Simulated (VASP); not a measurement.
# Co: single point with r2SCAN

The system is Co.

```
Co
1.0
     2.52048    0.00000    0.00000
    -1.26024    2.18280    0.00000
     0.00000    0.00000    4.10001
Co
2
Direct
  0.66667 0.33333 0.75000
  0.33333 0.66667 0.25000
```

```json
{"Program": "VASP 6.6.1", "Task": "single point", "Functional": "r2SCAN", "Potentials or basis": "VASP PAW PBE potentials, release 64 (Co)", "Cutoff": "520 eV", "k mesh": "12 × 12 × 7", "Occupations": "fermi-dirac, width 0.05 eV", "Spin": "collinear spin, ferromagnetic start", "Starting moments": "[2.0, 2.0] μB", "Dipole correction": "no", "Further INCAR settings": "ALGO = Normal; EDIFF = 1e-06; NBANDS = 20"}
```

The pressure is -11.9 GPa. The net moment is 3.58 μB per cell and the site moments are Co +1.87 μB. The valence electrons inside the program's atomic spheres are Co 8.22.

Stress tensor (GPa, compression positive):
```
-12.32   0.00   0.00
  0.00 -12.32   0.00
  0.00   0.00 -10.95
```

Levels at points of the mesh, in eV from the Fermi level:
Spin up:
| k point | band 8 | band 9 | band 10 | band 11 | band 12 | band 13 | band 14 | band 15 |
| --- | --- | --- | --- | --- | --- | --- | --- | --- |
| (0.00, 0.00, 0.00) | -2.76 | -2.76 | -1.76 | -1.76 | -0.28 | 5.72 | 22.41 | 24.62 |
| (0.50, 0.00, 0.00) | -1.58 | -1.57 | -1.45 | 0.77 | 2.83 | 9.41 | 10.12 | 12.32 |
Spin down:
| k point | band 4 | band 5 | band 6 | band 7 | band 8 | band 9 | band 10 | band 11 |
| --- | --- | --- | --- | --- | --- | --- | --- | --- |
| (0.00, 0.00, 0.00) | -0.83 | -0.81 | -0.81 | -0.45 | -0.45 | 0.06 | 0.06 | 1.25 |
| (0.50, 0.00, 0.00) | -2.25 | -0.97 | -0.89 | -0.59 | 1.33 | 1.49 | 1.49 | 2.47 |

Wall time 2.6 min on 1 thread of Intel(R) Xeon(R) 6975P-C (Granite Rapids), with other jobs on the host, peak memory 0.18 GiB.

Caveat: the cell stands under tension; the PAW data sets were made with another functional, which shifts forces and pressure a little.
